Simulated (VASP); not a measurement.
# Hf (P6_3/mmc) in VASP: a series of runs, part 3 of 3

VASP 6.6.1. The steps go on from the part before.

## (5) Single point, r2SCAN

This run uses another cell than the first one, of 22.83 Å³/atom, 1.063 times its volume.

POSCAR reads:

```
Hf
1.0
    3.2178708157      0.0000000000      0.0000000000
   -1.6089354078      2.7867578725      0.0000000000
    0.0000000000      0.0000000000      5.0912963404
Hf
2
Direct
    0.6666666667      0.3333333333      0.7500000000
    0.3333333333      0.6666666667      0.2500000000
```

INCAR.step1 reads:

```
SYSTEM = Hf
  ALGO = Normal
  EDIFF = 1E-4
  ENCUT = 520
  GGA = PE
  ISMEAR = -1
  LASPH = .True.
  LCHARG = .False.
  LREAL = .False.
  LWAVE = .True.
  NBANDS = 17
  NELM = 80
  PREC = Accurate
  SIGMA = 0.05
```

INCAR.step2 reads:

```
SYSTEM = Hf
  ALGO = Normal
  EDIFF = 1E-6
  ENCUT = 520
  ISIF = 2
  ISMEAR = -1
  ISTART = 1
  LASPH = .True.
  LCHARG = .False.
  LMIXTAU = .True.
  LREAL = .False.
  LWAVE = .False.
  METAGGA = R2SCAN
  NBANDS = 17
  NELM = 80
  PREC = Accurate
  SIGMA = 0.05
```

KPOINTS reads:

```
k-points
0
Gamma
  10 10 5
  0 0 0
```

Potentials or basis: VASP PAW PBE potentials, release 64 (Hf_pv).

Started as:

```console
cat potpaw_PBE.64/Hf_pv/POTCAR > POTCAR
cp INCAR.step1 INCAR
mpirun -np 1 vasp_std > vasp.out
cp INCAR.step2 INCAR
mpirun -np 1 vasp_std > vasp.out
```

OUTCAR:

```text
SYSTEM = Hf
   EDIFF = 1E-6
   ENCUT = 520
   ISIF = 2
   ISMEAR = -1
   ISTART = 1
   LASPH = .True.
   LREAL = .False.
   METAGGA = R2SCAN
   NELM = 80
   PREC = Accurate

 ion  position               nearest neighbor table
   1  0.667  0.333  0.750-   2 3.15   2 3.15   2 3.15   2 3.15   2 3.15   2 3.15
   2  0.333  0.667  0.250-   1 3.15   1 3.15   1 3.15   1 3.15   1 3.15   1 3.15

  LATTYP: Found a hexagonal cell.
 ALAT       =     3.2178708157
 C/A-ratio  =     1.5821941377

  Lattice vectors:

 A1 = (   3.2178708157,   0.0000000000,   0.0000000000)
 A2 = (  -1.6089354078,   2.7867578725,   0.0000000000)
 A3 = (   0.0000000000,   0.0000000000,   5.0912963404)

Analysis of symmetry for initial positions (statically):
=====================================================================
 Subroutine PRICEL returns:
 Original cell was already a primitive cell.

 Routine SETGRP: Setting up the symmetry group for a
 hexagonal supercell.

 Subroutine GETGRP returns: Found 24 space group operations
 (whereof 12 operations were pure point group operations)
 out of a pool of 24 trial point group operations.

The static configuration has the point symmetry D_3d.
 The point group associated with its full space group is D_6h.

Analysis of symmetry for dynamics (positions and initial velocities):
=====================================================================
 Subroutine PRICEL returns:
 Original cell was already a primitive cell.

 Routine SETGRP: Setting up the symmetry group for a
 hexagonal supercell.

 Subroutine GETGRP returns: Found 24 space group operations
 (whereof 12 operations were pure point group operations)
 out of a pool of 24 trial point group operations.

The dynamic configuration has the point symmetry D_3d.
 The point group associated with its full space group is D_6h.

 Subroutine INISYM returns: Found 24 space group operations
 (whereof 12 operations are pure point group operations),
 and found     1 'primitive' translations

----------------------------------------------------------------------------------------

                                     Primitive cell

  volume of cell :      45.6558

  direct lattice vectors                    reciprocal lattice vectors
     3.217870816  0.000000000  0.000000000     0.310764495  0.179419965  0.000000000
    -1.608935408  2.786757872  0.000000000     0.000000000  0.358839930  0.000000000
     0.000000000  0.000000000  5.091296340     0.000000000  0.000000000  0.196413631

  length of vectors
     3.217870816  3.217870816  5.091296340     0.358839930  0.358839930  0.196413631

  position of ions in fractional coordinates (direct lattice)
     0.666666667  0.333333333  0.750000000
     0.333333333  0.666666667  0.250000000

  ion indices of the primitive-cell ions
   primitive index   ion index
                 1           1
                 2           2

----------------------------------------------------------------------------------------

 KPOINTS: k-points

Automatic generation of k-mesh.
 Grid dimensions read from file:
 generate k-points for:   10   10    5

 Generating k-lattice:

  Cartesian coordinates                     Fractional coordinates (reciprocal lattice)
     0.031076450  0.017941997  0.000000000     0.100000000 -0.000000000  0.000000000
     0.000000000  0.035883993  0.000000000     0.000000000  0.100000000  0.000000000
     0.000000000  0.000000000  0.039282726     0.000000000  0.000000000  0.200000000

  Length of vectors
     0.035883993  0.035883993  0.039282726

  Shift w.r.t. Gamma in fractional coordinates (k-lattice)
     0.000000000  0.000000000  0.000000000

 Subroutine IBZKPT returns following result:
 ===========================================

 Found     42 irreducible k-points:

 Following reciprocal coordinates:
            Coordinates               Weight
  0.000000  0.000000  0.000000      1.000000
  0.100000  0.000000  0.000000      6.000000
  0.200000  0.000000  0.000000      6.000000
  0.300000  0.000000  0.000000      6.000000
  0.400000  0.000000  0.000000      6.000000
  0.500000  0.000000  0.000000      3.000000
[... 16 lines left out ...]
  0.300000  0.100000  0.200000     24.000000
  0.400000  0.100000  0.200000     24.000000
 [... further k-points ...]
   k-points           NKPTS =     42   k-points in BZ     NKDIM =     42   number of bands    NBANDS=     17
   number of dos      NEDOS =    301   number of ions     NIONS =      2
   total plane-waves  NPLWV =  23040
   dimension x,y,z NGX =    24 NGY =   24 NGZ =   40
   dimension x,y,z NGXF=    48 NGYF=   48 NGZF=   80
   ions per type =               2
   NGX,Y,Z   is equivalent  to a cutoff of  12.40, 12.40, 13.06 a.u.
   NGXF,Y,Z  is equivalent  to a cutoff of  24.80, 24.80, 26.12 a.u.
 SYSTEM =  Hf
   PREC   = accura    normal or accurate (medium, high low for compatibility)
   ISTART =      1    job   : 0-new  1-cont  2-samecut
   ICHARG =      0    charge: 1-file 2-atom 10-const
   ISPIN  =      1    spin polarized calculation?
   LNONCOLLINEAR =      F non collinear calculations
   LSORBIT =      F    spin-orbit coupling
   LASPH  =      T    aspherical Exc in radial PAW
   ENCUT  =  520.0 eV  38.22 Ry    6.18 a.u.   5.98  5.98  9.47*2*pi/ulx,y,z
   NELM   =     80;   NELMIN=  2; NELMDL=  0     # of ELM steps
   EDIFF  = 0.1E-05   stopping-criterion for ELM
   LREAL  =      F    real-space projection
   EDIFFG = 0.1E-04   stopping-criterion for IOM
   NSW    =      0    number of steps for IOM
   IBRION =     -1    ionic relax: 0-MD 1-quasi-New 2-CG
   NFREE  =      0    steps in history (QN), initial steepest desc. (CG)
   ISIF   =      2    stress and relaxation
   ISYM   =      2    0-nonsym 1-usesym 2-fastsym
   POTIM  = 0.5000    time-step for ionic-motion
   TEBEG  =    0.0;   TEEND  =   0.0 temperature during run
   PSTRESS=    0.0 pullay stress
   NELECT =      20.0000    total number of electrons
   NUPDOWN=      -1.0000    fix difference up-down
   EMIN   =  10.00;   EMAX   =-10.00  energy-range for DOS
   EFERMI =   0.00;   METHOD = LEGACY
   ISMEAR =    -1;   SIGMA  =   0.05  broadening in eV -4-tet -1-fermi 0-gaus
   EFERMI_NEDOS =   21; number of points for ismear=-14 and -15
   IALGO  =     38    algorithm
   IMIX   =      4    mixing-type and parameters
     AMIX     =   0.40;   BMIX     =  1.00
     AMIX_MAG =   1.60;   BMIX_MAG =  1.00
  volume/ion in A,a.u.               =      22.83       154.05
  Fermi-wavevector in a.u.,A,eV,Ry     =   1.243329  2.349551 21.032800  1.545867
  Thomas-Fermi vector in A             =   2.377645
   LORBIT       =      0    0 simple, 1 ext, 2 COOP (PROOUT), +10 PAW based schemes
   METAGGA = R2SCAN    functional components
   LHFCALC =     F    Hartree Fock is set to
   AEXX    =    0.0000 exact exchange contribution
   IVDW    =     0    specifies the selected vdW correction
   LEPSILON=     F    determine dielectric tensor
   LRPA    =     F    only Hartree local field effects (RPA)
 non-spin polarized calculation
  energy-cutoff  :      520.00
  volume of cell :       45.66
 maximum number of plane-waves:      1245
 NGX is ok and might be reduce to    24
   NGX = 11   NGY = 11   NGZ = 19

 number of electron      20.0000007 magnetization

 Free energy of the ion-electron system (eV)
  ---------------------------------------------------
  ext. energy  EPLUGINS =         0.00000000
  ---------------------------------------------------
  free energy    TOTEN  =       -90.29246161 eV

  energy without entropy =      -90.27952816  energy(sigma->0) =      -90.28599489

 E-fermi :   4.6882     XC(G=0): -12.0532

 val. band max:        4.6877916075   @ k =   0.0000   0.0000   0.2000
 cond. band min:       4.6924750929   @ k =   0.1000   0.0000   0.0000
 fundamental gap:      0.0046834854
 Fermi energy:         4.6882361137

 k-point     1 :       0.0000    0.0000    0.0000
  band No.  band energies     occupation
      1     -27.5751      2.00000
      2     -26.8557      2.00000
      3     -26.8557      2.00000
      4     -26.7399      2.00000
      5     -26.7348      2.00000
      6     -26.7348      2.00000
[... 9 lines left out ...]
     16       7.5752      0.00000
     17      10.2437      0.00000

 k-point     2 :       0.1000    0.0000    0.0000
  band No.  band energies     occupation
      1     -27.5501      2.00000
      2     -26.9082      2.00000
      3     -26.8732      2.00000
      4     -26.7898      2.00000
      5     -26.7513      2.00000
      6     -26.7418      2.00000
[... 9 lines left out ...]
     16       7.2918      0.00000
     17      10.4647      0.00000
[... 421 lines left out ...]
 k-point    24 :       0.4000    0.1000    0.2000
  band No.  band energies     occupation
      1     -27.4347      2.00000
      2     -27.3119      2.00000
      3     -27.1330      2.00000
      4     -27.0188      2.00000
      5     -26.9277      2.00000
      6     -26.8600      2.00000
[... 9 lines left out ...]
     16      10.8090      0.00000
     17      11.6002      0.00000

 [... further k-points ...]
[... 5 lines left out ...]
  --------------------------------------------------------------------------------------
  -------------------------------------------------------------------------------------
  Total       -0.7340268     -0.7340268     -0.9614848     -0.0000000      0.0000000     -0.0000000
  in kB      -25.7588382    -25.7588382    -33.7409097     -0.0000000      0.0000000     -0.0000000
  external PRESSURE =     -28.4195287 kB  Pullay stress =       0.0000000 kB

 VOLUME and BASIS-vectors are now :
 -----------------------------------------------------------------------------
  energy-cutoff  :      520.00
  volume of cell :       45.66
      direct lattice vectors                 reciprocal lattice vectors
     3.217870816  0.000000000  0.000000000     0.310764495  0.179419965  0.000000000
    -1.608935408  2.786757872  0.000000000     0.000000000  0.358839930  0.000000000
     0.000000000  0.000000000  5.091296340     0.000000000  0.000000000  0.196413631

 POSITION                                       TOTAL-FORCE (eV/Angst)
 -----------------------------------------------------------------------------------
      1.60894      0.92892      3.81847        -0.000000      0.000000      0.000000
     -0.00000      1.85784      1.27282         0.000000     -0.000000      0.000000
 -----------------------------------------------------------------------------------
    total drift:                               -0.000000      0.000000     -0.000000

  FREE ENERGIE OF THE ION-ELECTRON SYSTEM (eV)
  ---------------------------------------------------
  free  energy   TOTEN  =       -90.2924616144 eV

  energy  without entropy=      -90.2795281619  energy(sigma->0) =      -90.28599489
```

Wall time 59 s (1 thread of AMD EPYC 9R45 (Zen 5), shared host); peak memory 0.15 GiB.

What came out:

```
Free energy            : -90.2925 eV
Pressure               : -2.8 GPa
Band gap on the k mesh : zero (band 10 reaches 6.02 eV, above the bottom of band 11 at 4.26 eV)
```

Caveat: the PAW data sets were made with another functional, which shifts forces and pressure a little; spin-orbit coupling is left out, which moves the levels of the heavy elements.

## (6) Single point, r2SCAN

This run uses another cell than the first one, of 23.28 Å³/atom, 1.083 times its volume.

POSCAR reads:

```
Hf
1.0
    3.2387666662      0.0000000000      0.0000000000
   -1.6193833331      2.8048542099      0.0000000000
    0.0000000000      0.0000000000      5.1243576326
Hf
2
Direct
    0.6666666667      0.3333333333      0.7500000000
    0.3333333333      0.6666666667      0.2500000000
```

INCAR.step1 reads:

```
SYSTEM = Hf
  PREC = Accurate
  ENCUT = 520
  ISMEAR = -1
  SIGMA = 0.05
  LREAL = .FALSE.
  LASPH = .TRUE.
  NELM = 100
  NBANDS = 17
  GGA = PE
  ALGO = Normal
  EDIFF = 1E-4
  LWAVE = .TRUE.
  LCHARG = .FALSE.
```

INCAR.step2 reads:

```
SYSTEM = Hf
  PREC = Accurate
  ENCUT = 520
  EDIFF = 1E-6
  ISMEAR = -1
  SIGMA = 0.05
  LREAL = .FALSE.
  LASPH = .TRUE.
  NELM = 100
  ALGO = Normal
  ISIF = 2
  LWAVE = .FALSE.
  LCHARG = .FALSE.
  METAGGA = R2SCAN
  LMIXTAU = .TRUE.
  NBANDS = 17
  ISTART = 1
```

KPOINTS reads:

```
Automatic mesh
0
G
  10 10 5
  0 0 0
```

Potentials or basis: VASP PAW PBE potentials, release 64 (Hf_pv).

Started as:

```console
cat potpaw_PBE.64/Hf_pv/POTCAR > POTCAR
cp INCAR.step1 INCAR
mpirun -np 1 vasp_std > vasp.out
cp INCAR.step2 INCAR
mpirun -np 1 vasp_std > vasp.out
```

Wall time 54 s (1 thread of AMD EPYC 9R45 (Zen 5), shared host); peak memory 0.15 GiB.

It converged, with:

```yaml
Free_energy: -90.2714 eV
Pressure: -4.7 GPa
Band_gap_on_the_k_mesh: zero (band 10 reaches 5.88 eV, above the bottom of band 11 at 4.11 eV)
```

Stress tensor (GPa, compression positive):
```
-4.50  0.00  0.00
 0.00 -4.50  0.00
 0.00  0.00 -5.14
```

Levels at points of the mesh, in eV from the Fermi level:
| k point | band 7 | band 8 | band 9 | band 10 | band 11 | band 12 | band 13 | band 14 |
| --- | --- | --- | --- | --- | --- | --- | --- | --- |
| (0.00, 0.00, 0.00) | -7.61 | -3.72 | 0.27 | 1.33 | 1.33 | 1.61 | 2.15 | 2.15 |
| (0.50, 0.00, 0.00) | -3.43 | -2.70 | -2.19 | -1.06 | 0.87 | 0.99 | 1.75 | 5.95 |

Caveat: the PAW data sets were made with another functional, which shifts forces and pressure a little; spin-orbit coupling is left out, which moves the levels of the heavy elements.

## (7) Overview

```csv
cell,gap on the mesh (eV),pressure (GPa)
"a = 3.153, b = 3.153, c = 4.989 Å, angles 90.0, 90.0, 120.0°, 2 atoms",none,3.9
"a = 3.175, b = 3.175, c = 5.024 Å, angles 90.0, 90.0, 120.0°, 2 atoms",none,1.4
"a = 3.197, b = 3.197, c = 5.058 Å, angles 90.0, 90.0, 120.0°, 2 atoms",none,-0.8
"a = 3.218, b = 3.218, c = 5.091 Å, angles 90.0, 90.0, 120.0°, 2 atoms",none,-2.8
"a = 3.239, b = 3.239, c = 5.124 Å, angles 90.0, 90.0, 120.0°, 2 atoms",none,-4.7
```

Alike in all rows: task single point; level r2SCAN; potentials or basis VASP PAW PBE potentials, release 64 (Hf_pv); no spin polarisation; k mesh 10 × 10 × 5; cutoff (eV) 520; smearing fermi-dirac 0.05 eV.

Caveats: the PAW data sets were made with another functional, which shifts forces and pressure a little; spin-orbit coupling is left out, which moves the levels of the heavy elements.

Absolute energies hang on the potentials; compare differences alone.
